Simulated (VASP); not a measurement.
# YS (Fm-3m) in VASP: single point with LDA

Aim: the single point of YS with LDA.

Program: VASP 6.6.1. These are calculated values, not measurements. Logs are shortened: lines on timing, memory, paths and dates and some standing lists are left out, and cuts for length are marked.

## Step 1: The cell of the first run

The structure is cubic, space group Fm-3m (No. 225). Conventional cell: a = 5.487 Å, b = 5.487 Å, c = 5.487 Å, α = 90.00°, β = 90.00°, γ = 90.00°. Within 3.6 Å of Y (site symmetry m-3m) lie 6 S at 2.74 Å. Within 3.6 Å of S (site symmetry m-3m) lie 6 Y at 2.74 Å.

## Step 2: Single point, LDA, collinear spin, zero start

Contents of INCAR:

```
SYSTEM = YS
ALGO = Normal ; EDIFF = 1E-6
ENCUT = 520 ; GGA = CA
ISIF = 2 ; ISMEAR = 0
ISPIN = 2 ; LASPH = .TRUE.
LCHARG = .FALSE. ; LMAXMIX = 4
LORBIT = 11 ; LREAL = .FALSE.
LWAVE = .FALSE. ; MAGMOM = 0 0
NBANDS = 20 ; NELM = 150
PREC = Accurate ; SIGMA = 0.1
```

Contents of KPOINTS:

```
k-points
0
G
  9 9 9
  0 0 0
```

Contents of POSCAR:

```
YS
1.0
    0.0000000000      2.7436500000      2.7436500000
    2.7436500000      0.0000000000      2.7436500000
    2.7436500000      2.7436500000      0.0000000000
Y S
1 1
Direct
    0.5000000000      0.5000000000      0.5000000000
    0.0000000000      0.0000000000      0.0000000000
```

Potentials or basis: VASP PAW LDA potentials, release 64 (Y_sv, S).

Started as:

```bash
cat potpaw_LDA.64/Y_sv/POTCAR potpaw_LDA.64/S/POTCAR > POTCAR
mpirun -np 1 vasp_std > vasp.out
```

OUTCAR:

```text
SYSTEM = YS
   EDIFF = 1E-6
   ENCUT = 520
   GGA = CA
   ISIF = 2
   ISMEAR = 0
   ISPIN = 2
   LASPH = .TRUE.
   LORBIT = 11
   LREAL = .FALSE.
   NELM = 150
   PREC = Accurate

 ion  position               nearest neighbor table
   1  0.500  0.500  0.500-   2 2.74   2 2.74   2 2.74   2 2.74   2 2.74   2 2.74
   2  0.000  0.000  0.000-   1 2.74   1 2.74   1 2.74   1 2.74   1 2.74   1 2.74

  LATTYP: Found a face centered cubic cell.
 ALAT       =     5.4873000000

  Lattice vectors:

 A1 = (   0.0000000000,   2.7436500000,   2.7436500000)
 A2 = (   2.7436500000,   0.0000000000,   2.7436500000)
 A3 = (   2.7436500000,   2.7436500000,   0.0000000000)

Analysis of symmetry for initial positions (statically):
=====================================================================
 Subroutine PRICEL returns:
 Original cell was already a primitive cell.

 Routine SETGRP: Setting up the symmetry group for a
 face centered cubic supercell.

 Subroutine GETGRP returns: Found 48 space group operations
 (whereof 48 operations were pure point group operations)
 out of a pool of 48 trial point group operations.

The static configuration has the point symmetry O_h .

Analysis of symmetry for dynamics (positions and initial velocities):
=====================================================================
 Subroutine PRICEL returns:
 Original cell was already a primitive cell.

 Routine SETGRP: Setting up the symmetry group for a
 face centered cubic supercell.

 Subroutine GETGRP returns: Found 48 space group operations
 (whereof 48 operations were pure point group operations)
 out of a pool of 48 trial point group operations.

The dynamic configuration has the point symmetry O_h .

Analysis of structural, dynamic, and magnetic symmetry:
=====================================================================
 Subroutine PRICEL returns:
 Original cell was already a primitive cell.

 Routine SETGRP: Setting up the symmetry group for a
 face centered cubic supercell.

 Subroutine GETGRP returns: Found 48 space group operations
 (whereof 48 operations were pure point group operations)
 out of a pool of 48 trial point group operations.

The overall configuration has the point symmetry O_h .

 Subroutine INISYM returns: Found 48 space group operations
 (whereof 48 operations are pure point group operations),
 and found     1 'primitive' translations

----------------------------------------------------------------------------------------

                                     Primitive cell

  volume of cell :      41.3063

  direct lattice vectors                    reciprocal lattice vectors
     0.000000000  2.743650000  2.743650000    -0.182238988  0.182238988  0.182238988
     2.743650000  0.000000000  2.743650000     0.182238988 -0.182238988  0.182238988
     2.743650000  2.743650000  0.000000000     0.182238988  0.182238988 -0.182238988

  length of vectors
     3.880107040  3.880107040  3.880107040     0.315647187  0.315647187  0.315647187

  position of ions in fractional coordinates (direct lattice)
     0.500000000  0.500000000  0.500000000
     0.000000000  0.000000000  0.000000000

  ion indices of the primitive-cell ions
   primitive index   ion index
                 1           1
                 2           2

----------------------------------------------------------------------------------------

 KPOINTS: k-points

Automatic generation of k-mesh.
 Grid dimensions read from file:
 generate k-points for:    9    9    9

 Generating k-lattice:

  Cartesian coordinates                     Fractional coordinates (reciprocal lattice)
    -0.020248776  0.020248776  0.020248776     0.111111111  0.000000000  0.000000000
     0.020248776 -0.020248776  0.020248776     0.000000000  0.111111111  0.000000000
     0.020248776  0.020248776 -0.020248776     0.000000000  0.000000000  0.111111111

  Length of vectors
     0.035071910  0.035071910  0.035071910

  Shift w.r.t. Gamma in fractional coordinates (k-lattice)
     0.000000000  0.000000000  0.000000000

 Subroutine IBZKPT returns following result:
 ===========================================

 Found     35 irreducible k-points:

 Following reciprocal coordinates:
            Coordinates               Weight
  0.000000  0.000000  0.000000      1.000000
  0.111111  0.000000  0.000000      8.000000
  0.222222  0.000000  0.000000      8.000000
  0.333333  0.000000  0.000000      8.000000
  0.444444  0.000000  0.000000      8.000000
  0.111111  0.111111  0.000000      6.000000
[... 16 lines left out ...]
 -0.333333  0.333333  0.000000     12.000000
  0.444444  0.444444  0.000000      6.000000
 [... further k-points ...]
   k-points           NKPTS =     35   k-points in BZ     NKDIM =     35   number of bands    NBANDS=     20
   number of dos      NEDOS =    301   number of ions     NIONS =      2
   total plane-waves  NPLWV =  27000
   dimension x,y,z NGX =    30 NGY =   30 NGZ =   30
   dimension x,y,z NGXF=    60 NGYF=   60 NGZF=   60
   ions per type =               1   1
   NGX,Y,Z   is equivalent  to a cutoff of  12.85, 12.85, 12.85 a.u.
   NGXF,Y,Z  is equivalent  to a cutoff of  25.71, 25.71, 25.71 a.u.
 SYSTEM =  YS
   PREC   = accura    normal or accurate (medium, high low for compatibility)
   ISTART =      0    job   : 0-new  1-cont  2-samecut
   ICHARG =      2    charge: 1-file 2-atom 10-const
   ISPIN  =      2    spin polarized calculation?
   LNONCOLLINEAR =      F non collinear calculations
   LSORBIT =      F    spin-orbit coupling
   LASPH  =      T    aspherical Exc in radial PAW
   ENCUT  =  520.0 eV  38.22 Ry    6.18 a.u.   7.21  7.21  7.21*2*pi/ulx,y,z
   NELM   =    150;   NELMIN=  2; NELMDL= -5     # of ELM steps
   EDIFF  = 0.1E-05   stopping-criterion for ELM
   LREAL  =      F    real-space projection
   EDIFFG = 0.1E-04   stopping-criterion for IOM
   NSW    =      0    number of steps for IOM
   IBRION =     -1    ionic relax: 0-MD 1-quasi-New 2-CG
   NFREE  =      0    steps in history (QN), initial steepest desc. (CG)
   ISIF   =      2    stress and relaxation
   ISYM   =      2    0-nonsym 1-usesym 2-fastsym
   POTIM  = 0.5000    time-step for ionic-motion
   TEBEG  =    0.0;   TEEND  =   0.0 temperature during run
   PSTRESS=    0.0 pullay stress
   NELECT =      17.0000    total number of electrons
   NUPDOWN=      -1.0000    fix difference up-down
   EMIN   =  10.00;   EMAX   =-10.00  energy-range for DOS
   EFERMI =   0.00;   METHOD = LEGACY
   ISMEAR =     0;   SIGMA  =   0.10  broadening in eV -4-tet -1-fermi 0-gaus
   EFERMI_NEDOS =   21; number of points for ismear=-14 and -15
   IALGO  =     38    algorithm
   IMIX   =      4    mixing-type and parameters
     AMIX     =   0.40;   BMIX     =  1.00
     AMIX_MAG =   1.60;   BMIX_MAG =  1.00
  volume/ion in A,a.u.               =      20.65       139.37
  Fermi-wavevector in a.u.,A,eV,Ry     =   1.217734  2.301184 20.175754  1.482876
  Thomas-Fermi vector in A             =   2.353044
   LORBIT       =     11    0 simple, 1 ext, 2 COOP (PROOUT), +10 PAW based schemes
   GGA     = CA    functional components
   LHFCALC =     F    Hartree Fock is set to
   AEXX    =    0.0000 exact exchange contribution
   IVDW    =     0    specifies the selected vdW correction
   LEPSILON=     F    determine dielectric tensor
   LRPA    =     F    only Hartree local field effects (RPA)
 spin polarized calculation
 Gauss-broadening in eV      SIGMA  =   0.10
  energy-cutoff  :      520.00
  volume of cell :       41.31
 maximum number of plane-waves:      1139
 NGX is ok and might be reduce to    30
   NGX = 15   NGY = 15   NGZ = 15

 number of electron      16.9999999 magnetization      -0.0000389

 number of electron      16.9999999 magnetization       0.0000211

 Free energy of the ion-electron system (eV)
  ---------------------------------------------------
  ext. energy  EPLUGINS =         0.00000000
  ---------------------------------------------------
  free energy    TOTEN  =       -16.03478420 eV

  energy without entropy =      -16.02848726  energy(sigma->0) =      -16.03163573

 E-fermi :   6.6606     XC(G=0): -10.7857

 val. band max:        6.6536338618   @ k =   0.4444   0.2222   0.1111
 cond. band min:       6.7031822964   @ k =   0.1111   0.0000   0.0000
 fundamental gap:      0.0495484346
 Fermi energy:         6.6606410215

 spin component 1

 k-point     1 :       0.0000    0.0000    0.0000
  band No.  band energies     occupation
      1     -36.4376      1.00000
      2     -16.4976      1.00000
      3     -16.4976      1.00000
      4     -16.4976      1.00000
      5      -8.3420      1.00000
      6       3.3152      1.00000
[... 12 lines left out ...]
     19      22.5348      0.00000
     20      22.5348      0.00000

 k-point     2 :       0.1111    0.0000    0.0000
  band No.  band energies     occupation
      1     -36.4340      1.00000
      2     -16.5543      1.00000
      3     -16.5016      1.00000
      4     -16.5016      1.00000
      5      -8.1999      1.00000
      6       2.6396      1.00000
[... 12 lines left out ...]
     19      21.5425      0.00000
     20      21.5425      0.00000
[... 465 lines left out ...]
      3     -16.7302      1.00000
      4     -16.5718      1.00000
      5      -7.3212      1.00000
      6       0.6175      1.00000
[... 12 lines left out ...]
     19      18.7901      0.00000
     20      21.3944      0.00000

 k-point    24 :       0.4444    0.4444    0.0000
  band No.  band energies     occupation
      1     -36.3988      1.00000
      2     -16.8180      1.00000
      3     -16.6224      1.00000
      4     -16.6224      1.00000
      5      -7.6912      1.00000
      6       1.1138      1.00000
[... 12 lines left out ...]
     19      19.7845      0.00000
     20      19.7845      0.00000

 [... further k-points ...]

 spin component 2

 k-point     1 :       0.0000    0.0000    0.0000
  band No.  band energies     occupation
      1     -36.4376      1.00000
      2     -16.4976      1.00000
      3     -16.4976      1.00000
      4     -16.4976      1.00000
      5      -8.3420      1.00000
      6       3.3152      1.00000
[... 12 lines left out ...]
     19      22.5348      0.00000
     20      22.5348      0.00000

 k-point     2 :       0.1111    0.0000    0.0000
  band No.  band energies     occupation
      1     -36.4340      1.00000
      2     -16.5543      1.00000
      3     -16.5016      1.00000
      4     -16.5016      1.00000
      5      -8.1999      1.00000
      6       2.6396      1.00000
[... 12 lines left out ...]
     19      21.5425      0.00000
     20      21.5425      0.00000
[... 465 lines left out ...]
      3     -16.7302      1.00000
      4     -16.5718      1.00000
      5      -7.3212      1.00000
      6       0.6175      1.00000
[... 12 lines left out ...]
     19      18.7901      0.00000
     20      21.3944      0.00000

 k-point    24 :       0.4444    0.4444    0.0000
  band No.  band energies     occupation
      1     -36.3987      1.00000
      2     -16.8180      1.00000
      3     -16.6224      1.00000
      4     -16.6224      1.00000
      5      -7.6912      1.00000
      6       1.1138      1.00000
[... 12 lines left out ...]
     19      19.7845      0.00000
     20      19.7845      0.00000

 [... further k-points ...]

------------------------ aborting loop because EDIFF is reached ----------------------------------------

  FORCE on cell =-STRESS in cart. coord.  units (eV):
  Direction    XX          YY          ZZ          XY          YZ          ZX
  --------------------------------------------------------------------------------------
  -------------------------------------------------------------------------------------
  Total       -0.9943045     -0.9943045     -0.9943045      0.0000000      0.0000000     -0.0000000
  in kB      -38.5668248    -38.5668248    -38.5668248      0.0000000      0.0000000     -0.0000000
  external PRESSURE =     -38.5668248 kB  Pullay stress =       0.0000000 kB

 VOLUME and BASIS-vectors are now :
 -----------------------------------------------------------------------------
  energy-cutoff  :      520.00
  volume of cell :       41.31
      direct lattice vectors                 reciprocal lattice vectors
     0.000000000  2.743650000  2.743650000    -0.182238988  0.182238988  0.182238988
     2.743650000  0.000000000  2.743650000     0.182238988 -0.182238988  0.182238988
     2.743650000  2.743650000  0.000000000     0.182238988  0.182238988 -0.182238988

 POSITION                                       TOTAL-FORCE (eV/Angst)
 -----------------------------------------------------------------------------------
      2.74365      2.74365      2.74365        -0.000000      0.000000      0.000000
      0.00000      0.00000      0.00000         0.000000     -0.000000     -0.000000
 -----------------------------------------------------------------------------------
    total drift:                                0.000000     -0.000000      0.000000

  FREE ENERGIE OF THE ION-ELECTRON SYSTEM (eV)
  ---------------------------------------------------
  free  energy   TOTEN  =       -16.0347841980 eV

  energy  without entropy=      -16.0284872552  energy(sigma->0) =      -16.03163573

 total charge

# of ion       s       p       d       f       tot
--------------------------------------------------
    1        2.153   6.337   1.151   0.064   9.704
    2        1.311   2.461   0.000   0.000   3.772
--------------------------------------------------
tot          3.464   8.797   1.151   0.064  13.476

 magnetization (x)

# of ion       s       p       d       f       tot
--------------------------------------------------
    1        0.000  -0.000   0.000   0.000   0.000
    2        0.000   0.000   0.000   0.000   0.000
--------------------------------------------------
tot          0.000  -0.000   0.000   0.000   0.000
```

It took 2 min on 1 thread of AMD EPYC 7R13, shared host; peak memory 0.21 GiB.

Results:

```
Free energy                                           : -16.0348 eV
Pressure                                              : -3.9 GPa
Net moment                                            : 0.00 μB per cell
Valence electrons inside the program's atomic spheres : Y 9.70; S 3.77
```

Levels at points of the mesh, in eV from the Fermi level:
Spin up:
| k point | band 6 | band 7 | band 8 | band 9 | band 10 | band 11 | band 12 | band 13 |
| --- | --- | --- | --- | --- | --- | --- | --- | --- |
| (0.00, 0.00, 0.00) | -3.35 | -3.35 | -3.35 | -0.21 | -0.21 | -0.21 | 0.64 | 0.64 |
Spin down:
```tsv
k point	band 5	band 6	band 7	band 8	band 9	band 10	band 11	band 12	band 13	band 14
(0.00, 0.00, 0.00)	-15.00	-3.35	-3.35	-3.35	-0.21	-0.21	-0.21	0.64	0.64	1.28
```

Caveat: the cell stands under tension.
